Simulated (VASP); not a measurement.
Write the native input for VASP 6.6.1 that does the following.

```yaml
Task: single point
Functional: PBEsol
Potentials_or_basis: VASP PAW PBE potentials, release 64 (Ag)
Cutoff: 520 eV
k_mesh: 22 × 22 × 22
Occupations: gaussian, width 0.15 eV
Spin: no spin polarisation
Dipole_correction: no
Further_INCAR_settings: ALGO = Normal; EDIFF = 1e-07; NBANDS = 12
```

The structure of Ag lies in POSCAR:

```
Ag
1.0
   -0.8760623004      1.7521246009      1.7521246009
    1.7521246009     -0.8760623004      1.7521246009
    1.7521246009      1.7521246009     -0.8760623004
Ag
1
Direct
    0.0000000000      0.0000000000      0.0000000000
```

This cell differs from its parent crystal: ratio of the length along [111] to the lengths across it x 2.0, volume and fractional coordinates fixed.

One way to write it, as run:

INCAR

```
SYSTEM = Ag
ALGO     = Normal         ! electronic algorithm
EDIFF    = 1E-7           ! SCF threshold, eV
ENCUT    = 520            ! plane-wave cutoff, eV
GGA      = PS             ! functional
ISIF     = 2              ! what is computed and relaxed
ISMEAR   = 0              ! smearing method
LASPH    = .True.         ! aspherical terms in the spheres
LCHARG   = .False.        ! write CHGCAR
LREAL    = .False.        ! projectors in reciprocal space
LWAVE    = .False.        ! write WAVECAR
NBANDS   = 12             ! bands
NELM     = 100            ! most SCF steps
PREC     = Accurate       ! precision mode
SIGMA    = 0.15           ! smearing width, eV
```

KPOINTS

```
k-points
0
Gamma
  22 22 22
  0 0 0
```

Potentials or basis: VASP PAW PBE potentials, release 64 (Ag).

Launch:

```sh
$ cat potpaw_PBE.64/Ag/POTCAR > POTCAR
$ mpirun -np 1 vasp_std > vasp.out
```

Results of the run:

* Pressure: 6.5 GPa

Caveat: the PAW data sets were made with another functional, which shifts forces and pressure a little.

Run time: 40 s on 1 thread of Intel(R) Xeon(R) Platinum 8375C CPU @ 2.90GHz (Ice Lake) (shared host), peak memory 0.19 GiB.
